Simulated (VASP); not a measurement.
The system is AlNi3.

```
Al Ni
1.0
     0.00000    2.80189    2.80189
     2.80189    0.00000    2.80189
     2.80189    2.80189    0.00000
Al Ni
1 3
Direct
  0.50000 0.50000 0.50000
  0.25000 0.25000 0.25000
  0.00000 0.00000 0.00000
  0.75000 0.75000 0.75000
```

Base run:

```yaml
Program: VASP 6.6.1
Functional: PBEsol
Potentials_or_basis: VASP PAW PBE potentials, release 64 (Al, Ni)
Cutoff: 520 eV
k_mesh: 6 × 6 × 6
Occupations: gaussian, width 0.1 eV
Spin: no spin polarisation
```

Its results: band gap on the k mesh zero (an odd number of electrons rules out a gap without spin polarisation); pressure -0.7 GPa.

Problem. The run is repeated on the same cell with these changes: k mesh from 6 × 6 × 6 to 1 × 1 × 1. What comes out?

Solution. Band gap on the k mesh zero (an odd number of electrons rules out a gap without spin polarisation); pressure 3.5 GPa.

Caveats: some runs use coarse meshes; the PAW data sets were made with another functional, which shifts forces and pressure a little.
